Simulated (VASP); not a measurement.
Write the native input for VASP 6.6.1 that does the following.

| Property | Result |
| --- | --- |
| Task | single point |
| Functional | PBE |
| Potentials or basis | VASP PAW PBE potentials, release 64 (Al, N) |
| Cutoff | 520 eV |
| k mesh | 12 × 12 × 6 |
| Occupations | gaussian, width 0.05 eV |
| Spin | no spin polarisation |
| Dipole correction | no |
| Further INCAR settings | ALGO = Normal; EDIFF = 1e-07; NBANDS = 16 |

The structure of AlN lies in POSCAR:

```
AlN
1.0
    3.1110021516      0.0000000000      0.0000000000
   -1.5555010758      2.6942068945      0.0000000000
    0.0000000000      0.0000000000      4.9780000000
Al N
2 2
Direct
    0.3500358368      0.7000716736      0.0000000000
    0.6499641632      0.2999283264      0.5000000000
    0.3184375973      0.6368751946      0.3850000000
    0.6815624027      0.3631248054      0.8850000000
```

This cell differs from its parent crystal: mode 4 (239.4 1/cm) frozen in, largest displacement -0.090 Å.

These files were run (other wordings do the same):

INCAR

```
PREC     = Accurate       # precision mode
ENCUT    = 520            # plane-wave cutoff, eV
EDIFF    = 1E-7           # SCF threshold, eV
ISMEAR   = 0              # smearing method
SIGMA    = 0.05           # smearing width, eV
LREAL    = F              # projectors in reciprocal space
LASPH    = T              # aspherical terms in the spheres
NELM     = 100            # most SCF steps
ALGO     = Normal         # electronic algorithm
ISIF     = 2              # what is computed and relaxed
LWAVE    = F              # write WAVECAR
LCHARG   = F              # write CHGCAR
GGA      = PE             # functional
NBANDS   = 16             # bands
```

KPOINTS

```
Automatic mesh
0
Gamma
  12 12 6
```

Potentials or basis: VASP PAW PBE potentials, release 64 (Al, N).

Run with:

```console
$ cat potpaw_PBE.64/Al/POTCAR potpaw_PBE.64/N/POTCAR > POTCAR
$ mpirun -np 1 vasp_std > vasp.out
```

Results of the run:

The pressure is 3.6 GPa. The largest force is 0.595 eV/Å and the band gap on the k mesh is 4.07 eV, direct.

Caveat: the cell differs from its parent crystal (mode 4 (239.4 1/cm) frozen in, largest displacement -0.090 Å).

It took 31 s on 1 thread of Intel(R) Xeon(R) 6975P-C (Granite Rapids) (shared host), peak memory 0.22 GiB.
